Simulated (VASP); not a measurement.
# WS2 in VASP: further runs

The runs below take WS2 through single point, with PBEsol.

Program: VASP 6.6.1. These are calculated values, not measurements. Logs are shortened: lines on timing, memory, paths and dates and some standing lists are left out, and cuts for length are marked.

**1. The cell of the first run**

The cell holds a slab with vacuum, 3 atoms: a = 3.146 Å, b = 3.146 Å, c = 16.953 Å, α = 90.00°, β = 90.00°, γ = 120.00°.

**2. Single point, PBEsol**

Contents of INCAR:

```
ALGO     = Normal         # electronic algorithm
EDIFF    = 1E-7           # SCF threshold, eV
ENCUT    = 520            # plane-wave cutoff, eV
GGA      = PS             # functional
ISIF     = 2              # what is computed and relaxed
ISMEAR   = 0              # smearing method
LASPH    = T              # aspherical terms in the spheres
LCHARG   = T              # write CHGCAR
LELF     = T              # ELF
LREAL    = F              # projectors in reciprocal space
LVHAR    = T            
LWAVE    = F              # write WAVECAR
NBANDS   = 20             # bands
NELM     = 100            # most SCF steps
PREC     = Accurate       # precision mode
SIGMA    = 0.05           # smearing width, eV
```

Contents of KPOINTS:

```
k-points
0
Gamma
  12 12 2
```

Contents of POSCAR:

```
WS2
1.0
    3.1457762098      0.0000000000      0.0000000000
   -1.5728881049      2.7243221123      0.0000000000
    0.0000000000      0.0000000000     16.9534209708
W S
1 2
Direct
    0.3333333333      0.6666666667      0.0000000000
    0.6666666667      0.3333333333      0.9016776335
    0.6666666667      0.3333333333      0.0865253375
```

Potentials or basis: VASP PAW PBE potentials, release 64 (W_sv, S).

On the command line:

```console
> cat potpaw_PBE.64/W_sv/POTCAR potpaw_PBE.64/S/POTCAR > POTCAR
> mpirun -np 1 vasp_std > vasp.out
```

OUTCAR:

```text
EDIFF = 1E-7
   ENCUT = 520
   GGA = PS
   ISIF = 2
   ISMEAR = 0
   LASPH = T
   LREAL = F
   NELM = 100
   PREC = Accurate

 ion  position               nearest neighbor table
   1  0.333  0.667  0.000-   3 2.33   3 2.33   3 2.33   2 2.47   2 2.47   2 2.47
   2  0.667  0.333  0.902-   1 2.47   1 2.47   1 2.47
   3  0.667  0.333  0.087-   1 2.33   1 2.33   1 2.33

  LATTYP: Found a hexagonal cell.
 ALAT       =     3.1457762098
 C/A-ratio  =     5.3892647919

  Lattice vectors:

 A1 = (   3.1457762098,   0.0000000000,   0.0000000000)
 A2 = (  -1.5728881049,   2.7243221123,   0.0000000000)
 A3 = (   0.0000000000,   0.0000000000,  16.9534209708)

Analysis of symmetry for initial positions (statically):
=====================================================================
 Subroutine PRICEL returns:
 Original cell was already a primitive cell.

 Routine SETGRP: Setting up the symmetry group for a
 hexagonal supercell.

 Subroutine GETGRP returns: Found  6 space group operations
 (whereof  6 operations were pure point group operations)
 out of a pool of 24 trial point group operations.

The static configuration has the point symmetry C_3v.

Analysis of symmetry for dynamics (positions and initial velocities):
=====================================================================
 Subroutine PRICEL returns:
 Original cell was already a primitive cell.

 Routine SETGRP: Setting up the symmetry group for a
 hexagonal supercell.

 Subroutine GETGRP returns: Found  6 space group operations
 (whereof  6 operations were pure point group operations)
 out of a pool of 24 trial point group operations.

The dynamic configuration has the point symmetry C_3v.

 Subroutine INISYM returns: Found  6 space group operations
 (whereof  6 operations are pure point group operations),
 and found     1 'primitive' translations

----------------------------------------------------------------------------------------

                                     Primitive cell

  volume of cell :     145.2926

  direct lattice vectors                    reciprocal lattice vectors
     3.145776210  0.000000000  0.000000000     0.317886567  0.183531895  0.000000000
    -1.572888105  2.724322112  0.000000000     0.000000000  0.367063790  0.000000000
     0.000000000  0.000000000 16.953420971     0.000000000  0.000000000  0.058985145

  length of vectors
     3.145776210  3.145776210 16.953420971     0.367063790  0.367063790  0.058985145

  position of ions in fractional coordinates (direct lattice)
     0.333333333  0.666666667  0.000000000
     0.666666667  0.333333333  0.901677634
     0.666666667  0.333333333  0.086525337

  ion indices of the primitive-cell ions
   primitive index   ion index
                 1           1
                 2           2
                 3           3

----------------------------------------------------------------------------------------

 KPOINTS: k-points

Automatic generation of k-mesh.
 Grid dimensions read from file:
 generate k-points for:   12   12    2

 Generating k-lattice:

  Cartesian coordinates                     Fractional coordinates (reciprocal lattice)
     0.026490547  0.015294325  0.000000000     0.083333333  0.000000000  0.000000000
     0.000000000  0.030588649  0.000000000     0.000000000  0.083333333  0.000000000
     0.000000000  0.000000000  0.029492573     0.000000000  0.000000000  0.500000000

  Length of vectors
     0.030588649  0.030588649  0.029492573

  Shift w.r.t. Gamma in fractional coordinates (k-lattice)
     0.000000000  0.000000000  0.000000000

 Subroutine IBZKPT returns following result:
 ===========================================

 Found     38 irreducible k-points:

 Following reciprocal coordinates:
            Coordinates               Weight
  0.000000  0.000000  0.000000      1.000000
  0.083333  0.000000  0.000000      6.000000
  0.166667 -0.000000  0.000000      6.000000
  0.250000  0.000000  0.000000      6.000000
  0.333333  0.000000  0.000000      6.000000
  0.416667 -0.000000  0.000000      6.000000
[... 16 lines left out ...]
  0.250000  0.000000  0.500000      6.000000
  0.333333  0.000000  0.500000      6.000000
 [... further k-points ...]
   k-points           NKPTS =     38   k-points in BZ     NKDIM =     38   number of bands    NBANDS=     20
   number of dos      NEDOS =    301   number of ions     NIONS =      3
   total plane-waves  NPLWV =  72576
   dimension x,y,z NGX =    24 NGY =   24 NGZ =  126
   dimension x,y,z NGXF=    48 NGYF=   48 NGZF=  252
   ions per type =               1   2
   NGX,Y,Z   is equivalent  to a cutoff of  12.68, 12.68, 12.36 a.u.
   NGXF,Y,Z  is equivalent  to a cutoff of  25.37, 25.37, 24.71 a.u.
 SYSTEM =  unknown system
   PREC   = accura    normal or accurate (medium, high low for compatibility)
   ISTART =      0    job   : 0-new  1-cont  2-samecut
   ICHARG =      2    charge: 1-file 2-atom 10-const
   ISPIN  =      1    spin polarized calculation?
   LNONCOLLINEAR =      F non collinear calculations
   LSORBIT =      F    spin-orbit coupling
   LASPH  =      T    aspherical Exc in radial PAW
   ENCUT  =  520.0 eV  38.22 Ry    6.18 a.u.   5.85  5.85 31.52*2*pi/ulx,y,z
   NELM   =    100;   NELMIN=  2; NELMDL= -5     # of ELM steps
   EDIFF  = 0.1E-06   stopping-criterion for ELM
   LREAL  =      F    real-space projection
   EDIFFG = 0.1E-05   stopping-criterion for IOM
   NSW    =      0    number of steps for IOM
   IBRION =     -1    ionic relax: 0-MD 1-quasi-New 2-CG
   NFREE  =      0    steps in history (QN), initial steepest desc. (CG)
   ISIF   =      2    stress and relaxation
   ISYM   =      2    0-nonsym 1-usesym 2-fastsym
   POTIM  = 0.5000    time-step for ionic-motion
   TEBEG  =    0.0;   TEEND  =   0.0 temperature during run
   PSTRESS=    0.0 pullay stress
   NELECT =      26.0000    total number of electrons
   NUPDOWN=      -1.0000    fix difference up-down
   EMIN   =  10.00;   EMAX   =-10.00  energy-range for DOS
   EFERMI =   0.00;   METHOD = LEGACY
   ISMEAR =     0;   SIGMA  =   0.05  broadening in eV -4-tet -1-fermi 0-gaus
   EFERMI_NEDOS =   21; number of points for ismear=-14 and -15
   IALGO  =     38    algorithm
   IMIX   =      4    mixing-type and parameters
     AMIX     =   0.40;   BMIX     =  1.00
     AMIX_MAG =   1.60;   BMIX_MAG =  1.00
  volume/ion in A,a.u.               =      48.43       326.83
  Fermi-wavevector in a.u.,A,eV,Ry     =   0.922539  1.743346 11.579622  0.851078
  Thomas-Fermi vector in A             =   2.048077
   LORBIT       =      0    0 simple, 1 ext, 2 COOP (PROOUT), +10 PAW based schemes
   GGA     = PS    functional components
   LHFCALC =     F    Hartree Fock is set to
   AEXX    =    0.0000 exact exchange contribution
   IVDW    =     0    specifies the selected vdW correction
   LEPSILON=     F    determine dielectric tensor
   LRPA    =     F    only Hartree local field effects (RPA)
 non-spin polarized calculation
 Gauss-broadening in eV      SIGMA  =   0.05
  energy-cutoff  :      520.00
  volume of cell :      145.29
 maximum number of plane-waves:      3942
 NGX is ok and might be reduce to    24
   NGX = 11   NGY = 11   NGZ = 63

 number of electron      25.9999996 magnetization

 Free energy of the ion-electron system (eV)
  ---------------------------------------------------
  ext. energy  EPLUGINS =         0.00000000
  ---------------------------------------------------
  free energy    TOTEN  =       -25.08168015 eV

  energy without entropy =      -25.08168015  energy(sigma->0) =      -25.08168015

 E-fermi :  -0.9305     XC(G=0):  -4.5998

 val. band max:       -1.1345724450   @ k =   0.0000   0.0000   0.0000
 cond. band min:       0.7291205731   @ k =   0.3333   0.3333   0.0000
 fundamental gap:      1.8636930181
 Fermi energy:        -0.9304835766

 k-point     1 :       0.0000    0.0000    0.0000
  band No.  band energies     occupation
      1     -75.0543      2.00000
      2     -39.3384      2.00000
      3     -39.1453      2.00000
      4     -39.1453      2.00000
      5     -16.0646      2.00000
      6     -14.3340      2.00000
[... 12 lines left out ...]
     19       4.4020      0.00000
     20       4.5048      0.00000

 k-point     2 :       0.0833    0.0000    0.0000
  band No.  band energies     occupation
      1     -75.0529      2.00000
      2     -39.3337      2.00000
      3     -39.1716      2.00000
      4     -39.1514      2.00000
      5     -15.9445      2.00000
      6     -14.2878      2.00000
[... 12 lines left out ...]
     19       4.5493      0.00000
     20       4.9104      0.00000

 k-point     3 :       0.1667   -0.0000    0.0000
  band No.  band energies     occupation
      1     -75.0492      2.00000
      2     -39.3210      2.00000
      3     -39.2429      2.00000
      4     -39.1680      2.00000
      5     -15.6033      2.00000
      6     -14.1556      2.00000
[... 12 lines left out ...]
     19       4.9573      0.00000
     20       5.7700      0.00000

 k-point     4 :       0.2500    0.0000    0.0000
  band No.  band energies     occupation
      1     -75.0442      2.00000
      2     -39.3403      2.00000
      3     -39.3019      2.00000
      4     -39.1906      2.00000
      5     -15.0997      2.00000
      6     -13.9569      2.00000
[... 12 lines left out ...]
     19       5.5638      0.00000
     20       6.2742      0.00000

 k-point     5 :       0.3333    0.0000    0.0000
  band No.  band energies     occupation
      1     -75.0392      2.00000
      2     -39.4343      2.00000
      3     -39.2848      2.00000
      4     -39.2130      2.00000
      5     -14.5414      2.00000
      6     -13.7236      2.00000
[... 12 lines left out ...]
     19       6.1530      0.00000
     20       6.2521      0.00000
[... 353 lines left out ...]
      6     -14.2878      2.00000
[... 12 lines left out ...]
     19       4.3778      0.00000
     20       5.0633      0.00000

 k-point    22 :       0.1667   -0.0000    0.5000
  band No.  band energies     occupation
      1     -75.0492      2.00000
      2     -39.3210      2.00000
      3     -39.2429      2.00000
      4     -39.1680      2.00000
      5     -15.6033      2.00000
      6     -14.1556      2.00000
[... 12 lines left out ...]
     19       4.8452      0.00000
     20       6.0997      0.00000

 k-point    23 :       0.2500    0.0000    0.5000
  band No.  band energies     occupation
      1     -75.0442      2.00000
      2     -39.3403      2.00000
      3     -39.3019      2.00000
      4     -39.1906      2.00000
      5     -15.0997      2.00000
      6     -13.9569      2.00000
[... 12 lines left out ...]
     19       5.4148      0.00000
     20       6.5884      0.00000

 k-point    24 :       0.3333    0.0000    0.5000
  band No.  band energies     occupation
      1     -75.0392      2.00000
      2     -39.4343      2.00000
      3     -39.2848      2.00000
      4     -39.2130      2.00000
      5     -14.5414      2.00000
      6     -13.7236      2.00000
[... 12 lines left out ...]
     19       6.0968      0.00000
     20       6.3176      0.00000

 [... further k-points ...]
[... 5 lines left out ...]
  --------------------------------------------------------------------------------------
  -------------------------------------------------------------------------------------
  Total        0.4286453      0.4286453      0.2745063     -0.0000000      0.0000000      0.0000000
  in kB        4.7267755      4.7267755      3.0270479     -0.0000000      0.0000000      0.0000000
  external PRESSURE =       4.1601997 kB  Pullay stress =       0.0000000 kB

 VOLUME and BASIS-vectors are now :
 -----------------------------------------------------------------------------
  energy-cutoff  :      520.00
  volume of cell :      145.29
      direct lattice vectors                 reciprocal lattice vectors
     3.145776210  0.000000000  0.000000000     0.317886567  0.183531895  0.000000000
    -1.572888105  2.724322112  0.000000000     0.000000000  0.367063790  0.000000000
     0.000000000  0.000000000 16.953420971     0.000000000  0.000000000  0.058985145

 POSITION                                       TOTAL-FORCE (eV/Angst)
 -----------------------------------------------------------------------------------
     -0.00000      1.81621      0.00000         0.000000     -0.000000     -3.336810
      1.57289      0.90811     15.28652         0.000000     -0.000000      1.465823
      1.57289      0.90811      1.46690        -0.000000      0.000000      1.870987
 -----------------------------------------------------------------------------------
    total drift:                               -0.000000      0.000000      0.000011

  FREE ENERGIE OF THE ION-ELECTRON SYSTEM (eV)
  ---------------------------------------------------
  free  energy   TOTEN  =       -25.0816801516 eV

  energy  without entropy=      -25.0816801516  energy(sigma->0) =      -25.08168015
```

It took 2.8 min on 1 thread of AMD EPYC 7R13 (Zen 3), shared host; peak memory 0.27 GiB.

What came out:

```yaml
Free_energy: -25.0817 eV
Largest_force: 3.337 eV/Å
Band_gap_on_the_k_mesh: 1.86 eV (least direct gap 1.94 eV)
```

Forces on the atoms (eV/Å):
```
W    0.000  0.000 -3.337
S    0.000  0.000  1.466
S    0.000  0.000  1.871
```

Caveat: the cell differs from its parent crystal (all S atoms moved -0.100 Å, as atom 2 towards its neighbour atom 3 (S) at 3.134 Å); there is no dipole correction, which matters where the two faces differ; the PAW data sets were made with another functional, which shifts forces and pressure a little; spin-orbit coupling is left out, which moves the levels of the heavy elements.

**3. Single point, PBEsol**

Contents of INCAR:

```
SYSTEM = WS2
ALGO = Normal
EDIFF = 1E-7
ENCUT = 520
GGA = PS
ISIF = 2
ISMEAR = 0
LASPH = .TRUE.
LCHARG = .TRUE.
LELF = .TRUE.
LREAL = .FALSE.
LVHAR = .TRUE.
LWAVE = .FALSE.
NBANDS = 20
NELM = 100
PREC = Accurate
SIGMA = 0.05
```

Contents of KPOINTS:

```
k-points
0
G
  12 12 2
  0 0 0
```

Contents of POSCAR:

```
WS2
1.0
    3.1457762098      0.0000000000      0.0000000000
   -1.5728881049      2.7243221123      0.0000000000
    0.0000000000      0.0000000000     16.9534209708
W S
1 2
Direct
    0.3333333333      0.6666666667      0.0000000000
    0.6666666667      0.3333333333      0.9120000339
    0.6666666667      0.3333333333      0.0968477379
```

Potentials or basis: VASP PAW PBE potentials, release 64 (W_sv, S).

On the command line:

```console
> cat potpaw_PBE.64/W_sv/POTCAR potpaw_PBE.64/S/POTCAR > POTCAR
> mpirun -np 1 vasp_std > vasp.out
```

It took 2.8 min on 1 thread of AMD EPYC 7R13 (Zen 3), shared host; peak memory 0.27 GiB.

The run converged. Its results:

| Item | Value |
| --- | --- |
| Free energy | -25.1548 eV |
| Largest force | 2.510 eV/Å |
| Band gap on the k mesh | 1.94 eV |

Forces on the atoms (eV/Å):
```
W    0.000  0.000  2.510
S    0.000  0.000 -1.379
S    0.000  0.000 -1.131
```

Levels at points of the mesh, in eV from the valence-band top:
| k point | band 11 | band 12 | band 13 | band 14 | band 15 | band 16 |
| --- | --- | --- | --- | --- | --- | --- |
| (0.00, 0.00, 0.00) | -1.46 | -1.46 | -0.01 | 2.84 | 2.84 | 3.41 |
| (0.50, 0.00, 0.00) | -2.16 | -1.12 | -0.91 | 3.02 | 3.41 | 4.10 |
| (0.00, 0.00, 0.50) | -1.46 | -1.46 | -0.01 | 2.84 | 2.84 | 3.41 |
| (0.50, 0.00, 0.50) | -2.16 | -1.12 | -0.91 | 3.02 | 3.41 | 4.10 |

Caveat: the cell differs from its parent crystal (all S atoms moved +0.075 Å, as atom 2 towards its neighbour atom 3 (S) at 3.134 Å); there is no dipole correction, which matters where the two faces differ; the PAW data sets were made with another functional, which shifts forces and pressure a little; spin-orbit coupling is left out, which moves the levels of the heavy elements.
